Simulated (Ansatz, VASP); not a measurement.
## One calculation of Cu, two programs

```
Cu
1.0
     2.55619    0.00000    0.00000
     1.27810    2.21373    0.00000
     0.00000    0.00000   32.78409
Cu
10
Direct
  0.00000 0.00000 0.21267
  0.33333 0.33333 0.27619
  0.66667 0.66667 0.33997
  0.00000 0.00000 0.40387
  0.33333 0.33333 0.46799
  0.66667 0.66667 0.53201
  0.00000 0.00000 0.59613
  0.33333 0.33333 0.66003
  0.66667 0.66667 0.72381
  0.00000 0.00000 0.78733
```

Alike in both runs: functional PBE; k mesh 18 × 18 × 1; occupations gaussian, width 0.1 eV; no spin polarisation.

Ansatz relaxed the structure, and its values are those at the end. VASP's run is a single point on that final structure, the one shown.

```csv
,VASP,Ansatz
version,VASP 6.6.1,Ansatz 0.2.0
potentials or method,"VASP PAW PBE potentials, release 64 (Cu)","scalar-relativistic, plane waves, PAW"
plane-wave cutoff (eV),520,420
valence electrons in the cell,110,190
```

VASP gave:

```
gap on the k mesh at the Fermi level (eV) : none
rms of the force components (eV/Å)        : 0.005
```

Problem. Which values does Ansatz return?

Solution. gap on the k mesh at the Fermi level (eV): none; rms of the force components (eV/Å): 0.000.

A gap of «none» marks a metal or a gap that the smearing closes. VASP's potentials hold 110 valence electrons a cell and Ansatz's 190, so a difference there can come from the potentials and not from the codes. Ansatz's warnings: structure snapped to symmetry, vacuum density over bound, xc potential rough in thin density.
